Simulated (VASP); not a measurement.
# ZnS (P6_3mc) in VASP: notebook

The runs below take ZnS through single point, with PBEsol.

Program: VASP 6.6.1. These are calculated values, not measurements. Logs are shortened: lines on timing, memory, paths and dates and some standing lists are left out, and cuts for length are marked.

### 1 The cell of the first run

Symmetry: P6_3mc, No. 186, hexagonal system. The conventional cell has a = 3.411 Å, b = 3.411 Å, c = 5.781 Å, α = 90.00°, β = 90.00°, γ = 120.00°. Zn (site symmetry 3m) has 4 S at 2.11 to 2.12 Å within 2.8 Å. S (site symmetry 3m) has 4 Zn at 2.11 to 2.12 Å within 2.8 Å.

### 2 Single point, PBEsol

INCAR reads:

```
SYSTEM = ZnS
  PREC = Accurate
  ENCUT = 520
  EDIFF = 1E-6
  ISMEAR = 0
  SIGMA = 0.02
  LREAL = .FALSE.
  LASPH = .TRUE.
  NELM = 60
  ALGO = Normal
  ISIF = 2
  LWAVE = .FALSE.
  LCHARG = .TRUE.
  GGA = PS
  LELF = .TRUE.
  LVHAR = .TRUE.
  NBANDS = 26
```

KPOINTS reads:

```
regular mesh
0
G
  12 12 6
  0 0 0
```

POSCAR reads:

```
ZnS
1.0
    3.4107446251      0.0000000000      0.0000000000
   -1.7053723125      2.9537914912      0.0000000000
    0.0000000000      0.0000000000      5.7805662932
Zn S
2 2
Direct
    0.3333333333      0.6666666667      0.0053628977
    0.6666666667      0.3333333333      0.5053628977
    0.3333333333      0.6666666667      0.3696371023
    0.6666666667      0.3333333333      0.8696371023
```

Potentials or basis: VASP PAW PBE potentials, release 64 (Zn, S).

Command:

```bash
> cat potpaw_PBE.64/Zn/POTCAR potpaw_PBE.64/S/POTCAR > POTCAR
> mpirun -np 1 vasp_std > vasp.out
```

OUTCAR:

```text
SYSTEM = ZnS
   PREC = Accurate
   ENCUT = 520
   EDIFF = 1E-6
   ISMEAR = 0
   LREAL = .FALSE.
   LASPH = .TRUE.
   NELM = 60
   ISIF = 2
   GGA = PS

 ion  position               nearest neighbor table
   1  0.333  0.667  0.005-   3 2.11   4 2.12   4 2.12   4 2.12
   2  0.667  0.333  0.505-   4 2.11   3 2.12   3 2.12   3 2.12
   3  0.333  0.667  0.370-   1 2.11   2 2.12   2 2.12   2 2.12
   4  0.667  0.333  0.870-   2 2.11   1 2.12   1 2.12   1 2.12

  LATTYP: Found a hexagonal cell.
 ALAT       =     3.4107446251
 C/A-ratio  =     1.6948106436

  Lattice vectors:

 A1 = (   3.4107446251,   0.0000000000,   0.0000000000)
 A2 = (  -1.7053723125,   2.9537914912,   0.0000000000)
 A3 = (   0.0000000000,   0.0000000000,   5.7805662932)

Analysis of symmetry for initial positions (statically):
=====================================================================
 Subroutine PRICEL returns:
 Original cell was already a primitive cell.

 Routine SETGRP: Setting up the symmetry group for a
 hexagonal supercell.

 Subroutine GETGRP returns: Found 12 space group operations
 (whereof  6 operations were pure point group operations)
 out of a pool of 24 trial point group operations.

The static configuration has the point symmetry C_3v.
 The point group associated with its full space group is C_6v.

Analysis of symmetry for dynamics (positions and initial velocities):
=====================================================================
 Subroutine PRICEL returns:
 Original cell was already a primitive cell.

 Routine SETGRP: Setting up the symmetry group for a
 hexagonal supercell.

 Subroutine GETGRP returns: Found 12 space group operations
 (whereof  6 operations were pure point group operations)
 out of a pool of 24 trial point group operations.

The dynamic configuration has the point symmetry C_3v.
 The point group associated with its full space group is C_6v.

 Subroutine INISYM returns: Found 12 space group operations
 (whereof  6 operations are pure point group operations),
 and found     1 'primitive' translations

----------------------------------------------------------------------------------------

                                     Primitive cell

  volume of cell :      58.2371

  direct lattice vectors                    reciprocal lattice vectors
     3.410744625  0.000000000  0.000000000     0.293191109  0.169273966  0.000000000
    -1.705372312  2.953791491  0.000000000     0.000000000  0.338547932  0.000000000
     0.000000000  0.000000000  5.780566293     0.000000000  0.000000000  0.172993432

  length of vectors
     3.410744625  3.410744625  5.780566293     0.338547932  0.338547932  0.172993432

  position of ions in fractional coordinates (direct lattice)
     0.333333333  0.666666667  0.005362898
     0.666666667  0.333333333  0.505362898
     0.333333333  0.666666667  0.369637102
     0.666666667  0.333333333  0.869637102

  ion indices of the primitive-cell ions
   primitive index   ion index
                 1           1
                 2           2
                 3           3
                 4           4

----------------------------------------------------------------------------------------

 KPOINTS: regular mesh

Automatic generation of k-mesh.
 Grid dimensions read from file:
 generate k-points for:   12   12    6

 Generating k-lattice:

  Cartesian coordinates                     Fractional coordinates (reciprocal lattice)
     0.024432592  0.014106164  0.000000000     0.083333333  0.000000000  0.000000000
     0.000000000  0.028212328  0.000000000     0.000000000  0.083333333  0.000000000
     0.000000000  0.000000000  0.028832239     0.000000000  0.000000000  0.166666667

  Length of vectors
     0.028212328  0.028212328  0.028832239

  Shift w.r.t. Gamma in fractional coordinates (k-lattice)
     0.000000000  0.000000000  0.000000000

 Subroutine IBZKPT returns following result:
 ===========================================

 Found     76 irreducible k-points:

 Following reciprocal coordinates:
            Coordinates               Weight
  0.000000  0.000000  0.000000      1.000000
  0.083333  0.000000  0.000000      6.000000
  0.166667  0.000000  0.000000      6.000000
  0.250000  0.000000  0.000000      6.000000
  0.333333  0.000000  0.000000      6.000000
  0.416667 -0.000000  0.000000      6.000000
[... 16 lines left out ...]
  0.250000  0.000000  0.166667     12.000000
  0.333333  0.000000  0.166667     12.000000
 [... further k-points ...]
   k-points           NKPTS =     76   k-points in BZ     NKDIM =     76   number of bands    NBANDS=     26
   number of dos      NEDOS =    301   number of ions     NIONS =      4
   total plane-waves  NPLWV =  37632
   dimension x,y,z NGX =    28 NGY =   28 NGZ =   48
   dimension x,y,z NGXF=    56 NGYF=   56 NGZF=   96
   ions per type =               2   2
   NGX,Y,Z   is equivalent  to a cutoff of  13.65, 13.65, 13.80 a.u.
   NGXF,Y,Z  is equivalent  to a cutoff of  27.30, 27.30, 27.61 a.u.
 SYSTEM =  ZnS
   PREC   = accura    normal or accurate (medium, high low for compatibility)
   ISTART =      0    job   : 0-new  1-cont  2-samecut
   ICHARG =      2    charge: 1-file 2-atom 10-const
   ISPIN  =      1    spin polarized calculation?
   LNONCOLLINEAR =      F non collinear calculations
   LSORBIT =      F    spin-orbit coupling
   LASPH  =      T    aspherical Exc in radial PAW
   ENCUT  =  520.0 eV  38.22 Ry    6.18 a.u.   6.34  6.34 10.75*2*pi/ulx,y,z
   NELM   =     60;   NELMIN=  2; NELMDL= -5     # of ELM steps
   EDIFF  = 0.1E-05   stopping-criterion for ELM
   LREAL  =      F    real-space projection
   EDIFFG = 0.1E-04   stopping-criterion for IOM
   NSW    =      0    number of steps for IOM
   IBRION =     -1    ionic relax: 0-MD 1-quasi-New 2-CG
   NFREE  =      0    steps in history (QN), initial steepest desc. (CG)
   ISIF   =      2    stress and relaxation
   ISYM   =      2    0-nonsym 1-usesym 2-fastsym
   POTIM  = 0.5000    time-step for ionic-motion
   TEBEG  =    0.0;   TEEND  =   0.0 temperature during run
   PSTRESS=    0.0 pullay stress
   NELECT =      36.0000    total number of electrons
   NUPDOWN=      -1.0000    fix difference up-down
   EMIN   =  10.00;   EMAX   =-10.00  energy-range for DOS
   EFERMI =   0.00;   METHOD = LEGACY
   ISMEAR =     0;   SIGMA  =   0.02  broadening in eV -4-tet -1-fermi 0-gaus
   EFERMI_NEDOS =   21; number of points for ismear=-14 and -15
   IALGO  =     38    algorithm
   IMIX   =      4    mixing-type and parameters
     AMIX     =   0.40;   BMIX     =  1.00
     AMIX_MAG =   1.60;   BMIX_MAG =  1.00
  volume/ion in A,a.u.               =      14.56        98.25
  Fermi-wavevector in a.u.,A,eV,Ry     =   1.394577  2.635369 26.461226  1.944845
  Thomas-Fermi vector in A             =   2.518113
   LORBIT       =      0    0 simple, 1 ext, 2 COOP (PROOUT), +10 PAW based schemes
   GGA     = PS    functional components
   LHFCALC =     F    Hartree Fock is set to
   AEXX    =    0.0000 exact exchange contribution
   IVDW    =     0    specifies the selected vdW correction
   LEPSILON=     F    determine dielectric tensor
   LRPA    =     F    only Hartree local field effects (RPA)
 non-spin polarized calculation
 Gauss-broadening in eV      SIGMA  =   0.02
  energy-cutoff  :      520.00
  volume of cell :       58.24
 maximum number of plane-waves:      1589
 NGX is ok and might be reduce to    28
   NGX = 13   NGY = 13   NGZ = 21

 number of electron      36.0000011 magnetization

 Free energy of the ion-electron system (eV)
  ---------------------------------------------------
  ext. energy  EPLUGINS =         0.00000000
  ---------------------------------------------------
  free energy    TOTEN  =       -13.30478062 eV

  energy without entropy =      -13.30478062  energy(sigma->0) =      -13.30478062

 E-fermi :   5.6428     XC(G=0): -11.3478

 val. band max:        5.5197698432   @ k =   0.0000   0.0000   0.0000
 cond. band min:       8.1074818810   @ k =   0.3333   0.3333   0.0000
 fundamental gap:      2.5877120378
 Fermi energy:         5.6428407677

 k-point     1 :       0.0000    0.0000    0.0000
  band No.  band energies     occupation
      1     -10.3904      2.00000
      2      -8.8438      2.00000
      3      -2.8040      2.00000
      4      -2.6616      2.00000
      5      -2.6616      2.00000
      6      -2.6129      2.00000
[... 18 lines left out ...]
     25      13.1607      0.00000
     26      15.4563      0.00000

 k-point     2 :       0.0833    0.0000    0.0000
  band No.  band energies     occupation
      1     -10.3124      2.00000
      2      -8.7945      2.00000
      3      -2.7846      2.00000
      4      -2.6859      2.00000
      5      -2.6475      2.00000
      6      -2.5526      2.00000
[... 18 lines left out ...]
     25      13.4722      0.00000
     26      14.5943      0.00000

 k-point     3 :       0.1667    0.0000    0.0000
  band No.  band energies     occupation
      1     -10.0866      2.00000
      2      -8.6586      2.00000
      3      -2.7546      2.00000
      4      -2.7337      2.00000
      5      -2.6126      2.00000
      6      -2.5170      2.00000
[... 18 lines left out ...]
     25      13.6421      0.00000
     26      14.3059      0.00000

 k-point     4 :       0.2500    0.0000    0.0000
  band No.  band energies     occupation
      1      -9.7395      2.00000
      2      -8.4734      2.00000
      3      -2.8395      2.00000
      4      -2.6833      2.00000
      5      -2.5756      2.00000
      6      -2.4841      2.00000
[... 18 lines left out ...]
     25      14.4433      0.00000
     26      14.9216      0.00000
[... 496 lines left out ...]
      1     -10.0088      2.00000
      2      -8.7788      2.00000
      3      -2.8088      2.00000
      4      -2.7266      2.00000
      5      -2.6120      2.00000
      6      -2.6030      2.00000
[... 18 lines left out ...]
     25      14.0685      0.00000
     26      14.1255      0.00000

 k-point    23 :       0.2500    0.0000    0.1667
  band No.  band energies     occupation
      1      -9.6676      2.00000
      2      -8.5742      2.00000
      3      -2.8706      2.00000
      4      -2.7176      2.00000
      5      -2.5618      2.00000
      6      -2.5285      2.00000
[... 18 lines left out ...]
     25      14.7560      0.00000
     26      14.9341      0.00000

 k-point    24 :       0.3333    0.0000    0.1667
  band No.  band energies     occupation
      1      -9.2622      2.00000
      2      -8.3763      2.00000
      3      -2.9300      2.00000
      4      -2.7288      2.00000
      5      -2.5337      2.00000
      6      -2.4138      2.00000
[... 18 lines left out ...]
     25      15.1882      0.00000
     26      16.4471      0.00000

 [... further k-points ...]

------------------------ aborting loop because EDIFF is reached ----------------------------------------

  FORCE on cell =-STRESS in cart. coord.  units (eV):
  Direction    XX          YY          ZZ          XY          YZ          ZX
  --------------------------------------------------------------------------------------
  -------------------------------------------------------------------------------------
  Total       14.7229230     14.7229230     14.7328632      0.0000000     -0.0000000      0.0000000
  in kB      405.0467946    405.0467946    405.3202621      0.0000000     -0.0000000      0.0000000
  external PRESSURE =     405.1379504 kB  Pullay stress =       0.0000000 kB

 VOLUME and BASIS-vectors are now :
 -----------------------------------------------------------------------------
  energy-cutoff  :      520.00
  volume of cell :       58.24
      direct lattice vectors                 reciprocal lattice vectors
     3.410744625  0.000000000  0.000000000     0.293191109  0.169273966  0.000000000
    -1.705372312  2.953791491  0.000000000     0.000000000  0.338547932  0.000000000
     0.000000000  0.000000000  5.780566293     0.000000000  0.000000000  0.172993432

 POSITION                                       TOTAL-FORCE (eV/Angst)
 -----------------------------------------------------------------------------------
     -0.00000      1.96919      0.03100         0.000000     -0.000000     -0.000522
      1.70537      0.98460      2.92128        -0.000000     -0.000000     -0.000522
     -0.00000      1.96919      2.13671        -0.000000      0.000000      0.000522
      1.70537      0.98460      5.02699         0.000000      0.000000      0.000522
 -----------------------------------------------------------------------------------
    total drift:                                0.000000      0.000000     -0.000309

  FREE ENERGIE OF THE ION-ELECTRON SYSTEM (eV)
  ---------------------------------------------------
  free  energy   TOTEN  =       -13.3047806170 eV

  energy  without entropy=      -13.3047806170  energy(sigma->0) =      -13.30478062
```

Wall time 2.3 min (1 thread of Intel Xeon Platinum 8259CL at 2.50GHz (Skylake/Cascade Lake), shared host); peak memory 0.24 GiB.

What came out:

```
Free energy            : -13.3048 eV
Pressure               : 40.5 GPa
Band gap on the k mesh : 2.59 eV (least direct gap 3.28 eV)
```

Levels at points of the mesh, in eV from the valence-band top:
| k point | band 15 | band 16 | band 17 | band 18 | band 19 | band 20 | band 21 | band 22 |
| --- | --- | --- | --- | --- | --- | --- | --- | --- |
| (0.00, 0.00, 0.00) | -1.39 | -0.40 | 0.00 | 0.00 | 3.28 | 3.75 | 5.70 | 5.94 |
| (0.50, 0.00, 0.00) | -5.09 | -3.50 | -3.03 | -1.39 | 3.11 | 4.32 | 4.60 | 6.27 |
| (0.00, 0.00, 0.50) | -0.74 | -0.74 | -0.74 | -0.74 | 4.27 | 4.27 | 6.49 | 6.49 |
| (0.50, 0.00, 0.50) | -2.82 | -2.82 | -2.54 | -2.54 | 3.02 | 3.02 | 4.63 | 4.63 |

Caveat: the cell stands under pressure; the PAW data sets were made with another functional, which shifts forces and pressure a little.

### 3 Single point, PBEsol

This run uses another cell than the first one, of 16.16 Å³/atom.

INCAR reads:

```
SYSTEM = ZnS
PREC = Accurate
ENCUT = 520
EDIFF = 1E-6
ISMEAR = 0
SIGMA = 0.02
LREAL = .False.
LASPH = .True.
NELM = 60
ALGO = Normal
ISIF = 2
LWAVE = .False.
LCHARG = .False.
GGA = PS
NBANDS = 26
```

KPOINTS reads:

```
regular mesh
0
Gamma
  12 12 6
  0 0 0
```

POSCAR reads:

```
ZnS
1.0
    3.5553457359      0.0000000000      0.0000000000
   -1.7776728679      3.0790197266      0.0000000000
    0.0000000000      0.0000000000      5.9034361286
Zn S
2 2
Direct
    0.3333333333      0.6666666667      0.0022973893
    0.6666666667      0.3333333333      0.5022973893
    0.3333333333      0.6666666667      0.3727026107
    0.6666666667      0.3333333333      0.8727026107
```

Potentials or basis: VASP PAW PBE potentials, release 64 (Zn, S).

Command:

```bash
> cat potpaw_PBE.64/Zn/POTCAR potpaw_PBE.64/S/POTCAR > POTCAR
> mpirun -np 1 vasp_std > vasp.out
```

It took 2.2 min on 1 thread of Intel Xeon Platinum 8259CL at 2.50GHz (Skylake/Cascade Lake), shared host; peak memory 0.25 GiB.

Results (log left out):

```
Free energy            : -14.4885 eV
Pressure               : 20.4 GPa
Band gap on the k mesh : 2.93 eV
```

Levels at points of the mesh, in eV from the valence-band top:
```csv
k point,band 15,band 16,band 17,band 18,band 19,band 20,band 21,band 22
"(0.00, 0.00, 0.00)",-1.22,-0.20,0.00,0.00,2.93,3.40,6.04,6.04
"(0.50, 0.00, 0.00)",-4.40,-3.05,-2.46,-1.21,3.28,4.51,4.69,6.55
"(0.00, 0.00, 0.50)",-0.65,-0.65,-0.65,-0.65,3.98,3.98,6.55,6.55
"(0.50, 0.00, 0.50)",-2.29,-2.29,-2.21,-2.21,3.27,3.27,4.88,4.88
```

Caveat: the cell stands under pressure; the PAW data sets were made with another functional, which shifts forces and pressure a little. A k mesh can miss the band edges.

(Continued in part 2 of 2.)
